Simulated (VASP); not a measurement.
Set up this calculation in VASP 6.6.1, as the native input.

- Task: single point
- Functional: r2SCAN
- Potentials or basis: VASP PAW PBE potentials, release 64 (Cu, O)
- Cutoff: 520 eV
- k mesh: 7 × 7 × 4
- Occupations: fermi-dirac, width 0.05 eV
- Spin: collinear spin, ferromagnetic start
- Starting moments: [0.5, 0.5, 0.0, 0.0] μB
- Dipole correction: no
- Further INCAR settings: ALGO = Normal; EDIFF = 1e-06; NBANDS = 29

CuO:

```
Cu O
1.0
     2.33660   -1.73850    0.00000
     2.33660    1.73850    0.00000
    -0.76216    0.00000    5.06194
Cu O
2 2
Cartesian
  1.1683 0.8692 0.0000
  0.7872 -0.8692 2.5310
  2.1461 -0.1679 1.2655
  1.7650 0.1679 3.7965
```

The input as run:

POSCAR

```
CuO
1.0
    2.3366000000     -1.7385000000      0.0000000000
    2.3366000000      1.7385000000      0.0000000000
   -0.7621600000      0.0000000000      5.0619400000
Cu O
2 2
Direct
    0.0000000000      0.5000000000      0.0000000000
    0.5000000000      0.0000000000      0.5000000000
    0.5483000000      0.4517000000      0.2500000000
    0.4517000000      0.5483000000      0.7500000000
```

INCAR.step1

```
PREC     = Accurate       # precision mode
ENCUT    = 520            # plane-wave cutoff, eV
ISMEAR   = -1             # smearing method
SIGMA    = 0.05           # smearing width, eV
LREAL    = F              # projectors in reciprocal space
LASPH    = T              # aspherical terms in the spheres
NELM     = 150            # most SCF steps
ISPIN    = 2              # spin polarisation
MAGMOM   = 0.5 0.5 0 0    # initial moments
LMAXMIX  = 4              # l up to which the mixer works
NBANDS   = 29             # bands
GGA      = PE             # functional
ALGO     = Normal         # electronic algorithm
EDIFF    = 1E-4           # SCF threshold, eV
LWAVE    = T              # write WAVECAR
LCHARG   = F              # write CHGCAR
```

INCAR.step2

```
PREC     = Accurate       # precision mode
ENCUT    = 520            # plane-wave cutoff, eV
EDIFF    = 1E-6           # SCF threshold, eV
ISMEAR   = -1             # smearing method
SIGMA    = 0.05           # smearing width, eV
LREAL    = F              # projectors in reciprocal space
LASPH    = T              # aspherical terms in the spheres
NELM     = 150            # most SCF steps
ALGO     = Normal         # electronic algorithm
ISIF     = 2              # what is computed and relaxed
LWAVE    = F              # write WAVECAR
LCHARG   = F              # write CHGCAR
ISPIN    = 2              # spin polarisation
MAGMOM   = 0.5 0.5 0 0    # initial moments
LORBIT   = 11             # projections on sites
LMAXMIX  = 4              # l up to which the mixer works
METAGGA  = R2SCAN         # meta-GGA
LMIXTAU  = T            
NBANDS   = 29             # bands
ISTART   = 1
```

KPOINTS

```
regular mesh
0
Gamma
  7 7 4
```

Potentials or basis: VASP PAW PBE potentials, release 64 (Cu, O).

The run is started by

```bash
$ cat potpaw_PBE.64/Cu/POTCAR potpaw_PBE.64/O/POTCAR > POTCAR
$ cp INCAR.step1 INCAR
$ mpirun -np 1 vasp_std > vasp.out
$ cp INCAR.step2 INCAR
$ mpirun -np 1 vasp_std > vasp.out
```

Results of the run:

```
Pressure                                              : 1.3 GPa
Largest force                                         : 0.192 eV/Å
Band gap on the k mesh                                : zero (filled and empty bands overlap)
Net moment                                            : 0.00 μB per cell
Valence electrons inside the program's atomic spheres : Cu 9.95; O 5.00
```

Caveat: the PAW data sets were made with another functional, which shifts forces and pressure a little; semilocal functionals often make such compounds metallic where correlation or magnetic order opens a gap, which also shifts bond lengths.

Wall time 2.5 min on 1 thread of Intel(R) Xeon(R) 6975P-C (Granite Rapids) (shared host), peak memory 0.25 GiB.
